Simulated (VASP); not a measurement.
# KBr (Fm-3m) in VASP: notebook

KBr is run at these levels: HSE06, PBE-based global hybrid, r2SCAN50; tasks: single point.

Program: VASP 6.6.1. These are calculated values, not measurements. Logs are shortened: lines on timing, memory, paths and dates and some standing lists are left out, and cuts for length are marked.

### Step 1. The cell of the first run

It takes space group Fm-3m (No. 225, cubic). The conventional cell has a = 6.604 Å, b = 6.604 Å, c = 6.604 Å, α = 90.00°, β = 90.00°, γ = 90.00°. Within 4.3 Å of K (site symmetry m-3m) lie 6 Br at 3.30 Å. Br (site symmetry m-3m) has 6 K at 3.30 Å within 4.3 Å.

### Step 2. Single point, HSE06

The input, POSCAR:

```
KBr
1.0
    0.0000000000      3.3022478201      3.3022478201
    3.3022478201      0.0000000000      3.3022478201
    3.3022478201      3.3022478201      0.0000000000
K Br
1 1
Direct
    0.0000000000      0.0000000000      0.0000000000
    0.5000000000      0.5000000000      0.5000000000
```

The input, INCAR.step1:

```
SYSTEM = KBr
PREC = Accurate ; ENCUT = 520
EDIFF = 1E-5 ; ISMEAR = 0
SIGMA = 0.01 ; LREAL = .FALSE.
LASPH = .TRUE. ; NELM = 80
ALGO = Normal ; ISIF = 2
LWAVE = .TRUE. ; LCHARG = .FALSE.
NBANDS = 15 ; GGA = PE
```

The input, INCAR.step2:

```
SYSTEM = KBr
PREC = Accurate ; ENCUT = 520
EDIFF = 1E-6 ; ISMEAR = 0
SIGMA = 0.01 ; LREAL = .FALSE.
LASPH = .TRUE. ; NELM = 80
ALGO = Normal ; ISIF = 2
LWAVE = .FALSE. ; LCHARG = .FALSE.
GGA = PE ; LHFCALC = .TRUE.
HFSCREEN = 0.2079 ; PRECFOCK = Normal
NBANDS = 15 ; ISTART = 1
```

The input, KPOINTS:

```
regular mesh
0
G
  4 4 4
  0 0 0
```

Potentials or basis: VASP PAW PBE potentials, release 64 (K_sv, Br).

Started as:

```console
> cat potpaw_PBE.64/K_sv/POTCAR potpaw_PBE.64/Br/POTCAR > POTCAR
> cp INCAR.step1 INCAR
> mpirun -np 1 vasp_std > vasp.out
> cp INCAR.step2 INCAR
> mpirun -np 1 vasp_std > vasp.out
```

OUTCAR:

```text
SYSTEM = KBr
   PREC = Accurate
   ENCUT = 520
   EDIFF = 1E-6
   ISMEAR = 0
   LREAL = .FALSE.
   LASPH = .TRUE.
   NELM = 80
   ISIF = 2
   GGA = PE
   LHFCALC = .TRUE.
   HFSCREEN = 0.2079
   PRECFOCK = Normal
   ISTART = 1

 ion  position               nearest neighbor table
   1  0.000  0.000  0.000-   2 3.30   2 3.30   2 3.30   2 3.30   2 3.30   2 3.30
   2  0.500  0.500  0.500-   1 3.30   1 3.30   1 3.30   1 3.30   1 3.30   1 3.30

  LATTYP: Found a face centered cubic cell.
 ALAT       =     6.6044956402

  Lattice vectors:

 A1 = (   0.0000000000,   3.3022478201,   3.3022478201)
 A2 = (   3.3022478201,   0.0000000000,   3.3022478201)
 A3 = (   3.3022478201,   3.3022478201,   0.0000000000)

Analysis of symmetry for initial positions (statically):
=====================================================================
 Subroutine PRICEL returns:
 Original cell was already a primitive cell.

 Routine SETGRP: Setting up the symmetry group for a
 face centered cubic supercell.

 Subroutine GETGRP returns: Found 48 space group operations
 (whereof 48 operations were pure point group operations)
 out of a pool of 48 trial point group operations.

The static configuration has the point symmetry O_h .

Analysis of symmetry for dynamics (positions and initial velocities):
=====================================================================
 Subroutine PRICEL returns:
 Original cell was already a primitive cell.

 Routine SETGRP: Setting up the symmetry group for a
 face centered cubic supercell.

 Subroutine GETGRP returns: Found 48 space group operations
 (whereof 48 operations were pure point group operations)
 out of a pool of 48 trial point group operations.

The dynamic configuration has the point symmetry O_h .

 Subroutine INISYM returns: Found 48 space group operations
 (whereof 48 operations are pure point group operations),
 and found     1 'primitive' translations

----------------------------------------------------------------------------------------

                                     Primitive cell

  volume of cell :      72.0210

  direct lattice vectors                    reciprocal lattice vectors
     0.000000000  3.302247820  3.302247820    -0.151412016  0.151412016  0.151412016
     3.302247820  0.000000000  3.302247820     0.151412016 -0.151412016  0.151412016
     3.302247820  3.302247820  0.000000000     0.151412016  0.151412016 -0.151412016

  length of vectors
     4.670083654  4.670083654  4.670083654     0.262253305  0.262253305  0.262253305

  position of ions in fractional coordinates (direct lattice)
     0.000000000  0.000000000  0.000000000
     0.500000000  0.500000000  0.500000000

  ion indices of the primitive-cell ions
   primitive index   ion index
                 1           1
                 2           2

----------------------------------------------------------------------------------------

 KPOINTS: regular mesh

Automatic generation of k-mesh.
 Grid dimensions read from file:
 generate k-points for:    4    4    4

 Generating k-lattice:

  Cartesian coordinates                     Fractional coordinates (reciprocal lattice)
    -0.037853004  0.037853004  0.037853004     0.250000000  0.000000000  0.000000000
     0.037853004 -0.037853004  0.037853004     0.000000000  0.250000000  0.000000000
     0.037853004  0.037853004 -0.037853004     0.000000000  0.000000000  0.250000000

  Length of vectors
     0.065563326  0.065563326  0.065563326

  Shift w.r.t. Gamma in fractional coordinates (k-lattice)
     0.000000000  0.000000000  0.000000000

 Subroutine IBZKPT returns following result:
 ===========================================

 Found      8 irreducible k-points:

 Following reciprocal coordinates:
            Coordinates               Weight
  0.000000  0.000000  0.000000      1.000000
  0.250000  0.000000  0.000000      8.000000
  0.500000  0.000000  0.000000      4.000000
  0.250000  0.250000  0.000000      6.000000
  0.500000  0.250000  0.000000     24.000000
 -0.250000  0.250000  0.000000     12.000000
  0.500000  0.500000  0.000000      3.000000
 -0.250000  0.500000  0.250000      6.000000
   k-points           NKPTS =      8   k-points in BZ     NKDIM =     64   number of bands    NBANDS=     15
   number of dos      NEDOS =    301   number of ions     NIONS =      2
   total plane-waves  NPLWV =  46656
   dimension x,y,z NGX =    36 NGY =   36 NGZ =   36
   dimension x,y,z NGXF=    72 NGYF=   72 NGZF=   72
   ions per type =               1   1
   NGX,Y,Z   is equivalent  to a cutoff of  12.82, 12.82, 12.82 a.u.
   NGXF,Y,Z  is equivalent  to a cutoff of  25.63, 25.63, 25.63 a.u.
 SYSTEM =  KBr
   PREC   = accura    normal or accurate (medium, high low for compatibility)
   ISTART =      1    job   : 0-new  1-cont  2-samecut
   ICHARG =      0    charge: 1-file 2-atom 10-const
   ISPIN  =      1    spin polarized calculation?
   LNONCOLLINEAR =      F non collinear calculations
   LSORBIT =      F    spin-orbit coupling
   LASPH  =      T    aspherical Exc in radial PAW
   ENCUT  =  520.0 eV  38.22 Ry    6.18 a.u.   8.68  8.68  8.68*2*pi/ulx,y,z
   NELM   =     80;   NELMIN=  2; NELMDL=  0     # of ELM steps
   EDIFF  = 0.1E-05   stopping-criterion for ELM
   LREAL  =      F    real-space projection
   EDIFFG = 0.1E-04   stopping-criterion for IOM
   NSW    =      0    number of steps for IOM
   IBRION =     -1    ionic relax: 0-MD 1-quasi-New 2-CG
   NFREE  =      0    steps in history (QN), initial steepest desc. (CG)
   ISIF   =      2    stress and relaxation
   ISYM   =      3    0-nonsym 1-usesym 2-fastsym
   POTIM  = 0.5000    time-step for ionic-motion
   TEBEG  =    0.0;   TEEND  =   0.0 temperature during run
   PSTRESS=    0.0 pullay stress
   NELECT =      16.0000    total number of electrons
   NUPDOWN=      -1.0000    fix difference up-down
   EMIN   =  10.00;   EMAX   =-10.00  energy-range for DOS
   EFERMI =   0.00;   METHOD = LEGACY
   ISMEAR =     0;   SIGMA  =   0.01  broadening in eV -4-tet -1-fermi 0-gaus
   EFERMI_NEDOS =   21; number of points for ismear=-14 and -15
   IALGO  =     38    algorithm
   IMIX   =      1    mixing-type and parameters
     AMIX     =   0.40;   BMIX     =  1.00
     AMIX_MAG =   1.60;   BMIX_MAG =  1.00
  volume/ion in A,a.u.               =      36.01       243.01
  Fermi-wavevector in a.u.,A,eV,Ry     =   0.991506  1.873674 13.375661  0.983083
  Thomas-Fermi vector in A             =   2.123252
   LORBIT       =      0    0 simple, 1 ext, 2 COOP (PROOUT), +10 PAW based schemes
   GGA     = PE    functional components
   LHFCALC =     T    Hartree Fock is set to
   PRECFOCK=normal    Normal, Fast or Accurate (Low or Medium for compatibility)
   ENCUT4O =  -1.0   cutoff for four orbital integrals eV
   NKREDX  =     1    reduce k-point grid by
   NKREDY  =     1    reduce k-point grid by
   NKREDZ  =     1    reduce k-point grid by
   AEXX    =    0.2500 exact exchange contribution
   HFSCREEN=    0.2079 screening length (either q_TF or 0.3 A-1)
   HFSCREENC=   0.2079 screening length for correlation (either q_TF or 0.3 A-1)
   ENCUTFOCK=  -1.0 apply spherical cutoff to Coloumb kernel
   IVDW    =     0    specifies the selected vdW correction
   LEPSILON=     F    determine dielectric tensor
   LRPA    =     F    only Hartree local field effects (RPA)
 non-spin polarized calculation
 Gauss-broadening in eV      SIGMA  =   0.01
  energy-cutoff  :      520.00
  volume of cell :       72.02
 maximum number of plane-waves:      1964
 NGX is ok and might be reduce to    36
  NGX = 28; NGY = 28; NGZ = 28

 number of electron      15.9999997 magnetization

 Free energy of the ion-electron system (eV)
  ---------------------------------------------------
  ext. energy  EPLUGINS =         0.00000000
  ---------------------------------------------------
  free energy    TOTEN  =        -7.16947550 eV

  energy without entropy =       -7.16947550  energy(sigma->0) =       -7.16947550

 E-fermi :  -2.4648     XC(G=0):  -6.1767

 val. band max:       -2.6208003549   @ k =   0.0000   0.0000   0.0000
 cond. band min:       2.9724361205   @ k =   0.0000   0.0000   0.0000
 fundamental gap:      5.5932364754
 Fermi energy:        -2.4648111708

 k-point     1 :       0.0000    0.0000    0.0000
  band No.  band energies     occupation
      1     -32.5917      2.00000
      2     -15.9416      2.00000
      3     -14.7154      2.00000
      4     -14.7154      2.00000
      5     -14.7154      2.00000
      6      -2.6208      2.00000
      7      -2.6208      2.00000
      8      -2.6208      2.00000
      9       2.9724      0.00000
     10       6.3467      0.00000
     11       6.3467      0.00000
     12       6.3467      0.00000
     13       7.2967      0.00000
     14       7.2967      0.00000
     15      10.1226      0.00000

 k-point     2 :       0.2500    0.0000    0.0000
  band No.  band energies     occupation
      1     -32.5888      2.00000
      2     -16.0335      2.00000
      3     -14.7172      2.00000
      4     -14.7172      2.00000
      5     -14.5794      2.00000
      6      -3.3067      2.00000
      7      -2.7975      2.00000
      8      -2.7975      2.00000
      9       4.2422      0.00000
     10       6.1582      0.00000
     11       7.0911      0.00000
     12       7.0911      0.00000
     13       8.0944      0.00000
     14       8.0944      0.00000
     15      11.2027      0.00000
[... 77 lines left out ...]
      3     -14.8078      2.00000
      4     -14.7523      2.00000
      5     -14.7523      2.00000
      6      -3.4856      2.00000
      7      -2.9273      2.00000
      8      -2.9273      2.00000
      9       4.4480      0.00000
     10       5.8614      0.00000
     11       8.1474      0.00000
     12       8.3533      0.00000
     13       8.6820      0.00000
     14       9.9217      0.00000
     15       9.9217      0.00000

 k-point     8 :      -0.2500    0.5000    0.2500
  band No.  band energies     occupation
      1     -32.5842      2.00000
      2     -15.9254      2.00000
      3     -14.7797      2.00000
      4     -14.7797      2.00000
      5     -14.6161      2.00000
      6      -3.2417      2.00000
      7      -3.2417      2.00000
      8      -3.1779      2.00000
      9       6.0292      0.00000
     10       6.0292      0.00000
     11       6.9689      0.00000
     12       7.8896      0.00000
     13       9.5415      0.00000
     14       9.9570      0.00000
     15      10.1666      0.00000

------------------------ aborting loop because EDIFF is reached ----------------------------------------

  FORCE on cell =-STRESS in cart. coord.  units (eV):
  Direction    XX          YY          ZZ          XY          YZ          ZX
  --------------------------------------------------------------------------------------
  -------------------------------------------------------------------------------------
  Total        0.2026009      0.2026009      0.2026009     -0.0000000     -0.0000000      0.0000000
  in kB        4.5070556      4.5070556      4.5070556     -0.0000000     -0.0000000      0.0000000
  external PRESSURE =       4.5070556 kB  Pullay stress =       0.0000000 kB

 VOLUME and BASIS-vectors are now :
 -----------------------------------------------------------------------------
  energy-cutoff  :      520.00
  volume of cell :       72.02
      direct lattice vectors                 reciprocal lattice vectors
     0.000000000  3.302247820  3.302247820    -0.151412016  0.151412016  0.151412016
     3.302247820  0.000000000  3.302247820     0.151412016 -0.151412016  0.151412016
     3.302247820  3.302247820  0.000000000     0.151412016  0.151412016 -0.151412016

 POSITION                                       TOTAL-FORCE (eV/Angst)
 -----------------------------------------------------------------------------------
      0.00000      0.00000      0.00000         0.000000     -0.000000      0.000000
      3.30225      3.30225      3.30225        -0.000000      0.000000     -0.000000
 -----------------------------------------------------------------------------------
    total drift:                               -0.000000     -0.000000     -0.000000

  FREE ENERGIE OF THE ION-ELECTRON SYSTEM (eV)
  ---------------------------------------------------
  free  energy   TOTEN  =        -7.1694755035 eV

  energy  without entropy=       -7.1694755035  energy(sigma->0) =       -7.16947550
```

Run time: 5.4 min. Hardware: 1 thread of Intel Xeon Platinum 8488C (Sapphire Rapids), shared host; peak memory 0.31 GiB.

Results:

```
Free energy            : -7.1695 eV
Pressure               : 0.5 GPa
Band gap on the k mesh : 5.59 eV, direct
```

Caveat: the PAW data sets were made with another functional, which shifts forces and pressure a little.

### Step 3. Single point, PBE-based global hybrid

POSCAR is that of step 2.

The input, INCAR.step1:

```
SYSTEM = KBr
  ALGO = Normal
  EDIFF = 1E-5
  ENCUT = 520
  GGA = PE
  ISIF = 2
  ISMEAR = 0
  LASPH = .True.
  LCHARG = .False.
  LREAL = .False.
  LWAVE = .True.
  NBANDS = 15
  NELM = 80
  PREC = Accurate
  SIGMA = 0.01
```

The input, INCAR.step2:

```
SYSTEM = KBr
  AEXX = 0.05
  ALGO = Normal
  EDIFF = 1E-6
  ENCUT = 520
  GGA = PE
  ISIF = 2
  ISMEAR = 0
  ISTART = 1
  LASPH = .True.
  LCHARG = .False.
  LHFCALC = .True.
  LREAL = .False.
  LWAVE = .False.
  NBANDS = 15
  NELM = 80
  PREC = Accurate
  PRECFOCK = Normal
  SIGMA = 0.01
```

The input, KPOINTS:

```
k-points
0
Gamma
  4 4 4
  0 0 0
```

Potentials or basis: VASP PAW PBE potentials, release 64 (K_sv, Br).

Started as:

```console
> cat potpaw_PBE.64/K_sv/POTCAR potpaw_PBE.64/Br/POTCAR > POTCAR
> cp INCAR.step1 INCAR
> mpirun -np 1 vasp_std > vasp.out
> cp INCAR.step2 INCAR
> mpirun -np 1 vasp_std > vasp.out
```

It took 3.9 min on 1 thread of Intel Xeon Platinum 8488C (Sapphire Rapids), shared host; peak memory 0.22 GiB.

Results (log left out):

```
Free energy            : -6.5062 eV
Pressure               : 0.7 GPa
Band gap on the k mesh : 4.80 eV, direct
```

Levels at points of the mesh, in eV from the valence-band top:
| k point | band 4 | band 5 | band 6 | band 7 | band 8 | band 9 | band 10 | band 11 | band 12 | band 13 |
| --- | --- | --- | --- | --- | --- | --- | --- | --- | --- | --- |
| (0.00, 0.00, 0.00) | -11.44 | -11.44 | 0.00 | 0.00 | 0.00 | 4.80 | 8.03 | 8.03 | 8.03 | 8.88 |
| (0.50, 0.00, 0.00) | -11.44 | -11.19 | -1.19 | -0.34 | -0.34 | 6.96 | 8.65 | 10.24 | 10.24 | 10.48 |
| (0.50, 0.50, 0.00) | -11.47 | -11.47 | -0.83 | -0.29 | -0.29 | 6.25 | 7.60 | 9.84 | 9.90 | 10.15 |

Caveat: the PAW data sets were made with another functional, which shifts forces and pressure a little.

[end of part 1 of 2]
